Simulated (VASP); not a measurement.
Write the native input for VASP 6.6.1 that does the following.

| Property | Result |
| --- | --- |
| Task | single point |
| Functional | BLYP |
| Potentials or basis | VASP PAW PBE potentials, release 64 (Cd) |
| Cutoff | 520 eV |
| k mesh | 6 × 6 × 2 |
| Occupations | fermi-dirac, width 0.05 eV |
| Spin | no spin polarisation |
| Dipole correction | no |
| k mesh for the DOS | 9 × 9 × 3 |
| Occupations for the DOS | tetrahedron |
| Further INCAR settings | ALGO = Fast; EDIFF = 1e-06 |

The system is Cd.

```xyz
4
Lattice="3.0931 0.0000 0.0000 -1.5465 2.6787 0.0000 0.0000 0.0000 10.4307" Properties=species:S:1:pos:R:3 pbc="T T T"
Cd    1.5465    0.8929    7.8231
Cd    0.0000    0.0000    5.2154
Cd    0.0000    1.7858    2.6077
Cd    0.0000    0.0000    0.0000
```

The input as run:

POSCAR

```
Cd
1.0
    3.0930676374      0.0000000000      0.0000000000
   -1.5465338187      2.6786751496      0.0000000000
    0.0000000000      0.0000000000     10.4307369600
Cd
4
Direct
    0.6666666667      0.3333333333      0.7500000000
    0.0000000000      0.0000000000      0.5000000000
    0.3333333333      0.6666666667      0.2500000000
    0.0000000000      0.0000000000      0.0000000000
```

INCAR.step1

```
SYSTEM = Cd
  AGGAC = 1.0
  AGGAX = 1.0
  ALDAC = 0.0
  ALDAX = 1.0
  ALGO = Fast
  EDIFF = 1E-6
  ENCUT = 520
  GGA = B5
  ISIF = 2
  ISMEAR = -1
  LASPH = .TRUE.
  LCHARG = .TRUE.
  LREAL = .FALSE.
  LWAVE = .FALSE.
  NBANDS = 32
  NELM = 60
  PREC = Accurate
  SIGMA = 0.05
```

KPOINTS.step1

```
k-points
0
G
  6 6 2
  0 0 0
```

INCAR.step2

```
SYSTEM = Cd
  AGGAC = 1.0
  AGGAX = 1.0
  ALDAC = 0.0
  ALDAX = 1.0
  ALGO = Fast
  EDIFF = 1E-6
  ENCUT = 520
  GGA = B5
  ICHARG = 11
  ISIF = 2
  ISMEAR = -5
  LASPH = .TRUE.
  LCHARG = .FALSE.
  LORBIT = 10
  LREAL = .FALSE.
  LWAVE = .FALSE.
  NEDOS = 1001
  NELM = 60
  PREC = Accurate
  SIGMA = 0.05
```

KPOINTS.step2

```
k-points
0
G
  9 9 3
  0 0 0
```

Potentials or basis: VASP PAW PBE potentials, release 64 (Cd).

Launch:

```bash
$ cat potpaw_PBE.64/Cd/POTCAR > POTCAR
$ cp INCAR.step1 INCAR
$ cp KPOINTS.step1 KPOINTS
$ mpirun -np 1 vasp_std > vasp.out
$ cp INCAR.step2 INCAR
$ cp KPOINTS.step2 KPOINTS
$ mpirun -np 1 vasp_std > vasp.out
```

Results of the run:

The valence electrons inside the program's atomic spheres are Cd 10.35.

Caveat: the k points lie up to 0.39 Å⁻¹ apart.

Run time: 64 s on 1 thread of Intel(R) Xeon(R) Platinum 8488C (Sapphire Rapids), on a shared host, peak memory 0.2 GiB.
